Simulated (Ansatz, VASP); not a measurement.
**One calculation of Nb, two programs**

```
Nb
1.0
    -0.02115    2.10442    2.10442
     2.10442   -0.02115    2.10442
     2.10442    2.10442   -0.02115
Nb
1
Direct
  0.00000 0.00000 0.00000
```

Change from the starting cell: equal xy, yz and zx shear strains of -1 %, crystal datasets.

Alike in both runs: task electric field gradients; functional LDA; k mesh 13 × 13 × 13; occupations fermi-dirac, width 0.03 eV; no spin polarisation.

|  | VASP | Ansatz |
| --- | --- | --- |
| version | VASP 6.6.1 | Ansatz 0.2.0 |
| potentials or method | VASP PAW LDA potentials, release 64 (Nb_sv), cutoff 520 eV | all-electron PAW with datasets made for the crystal, scalar-relativistic |

|  | VASP | Ansatz | Ansatz less VASP |
| --- | --- | --- | --- |
| pressure (GPa) | -10.4 | -10.3 | +0.10 |
| traceless stress, the component that is largest in VASP (GPa) | -0.46 | -0.45 | +0.006 |
| size of Vzz on the site where it differs most (V/Å²) | 2.1 | 1.3 | -0.82 |

LDA's correlation is that of Perdew and Zunger in VASP and of Perdew and Wang (1992) in Ansatz. Ansatz ran all-electron here, and VASP with PAW potentials.
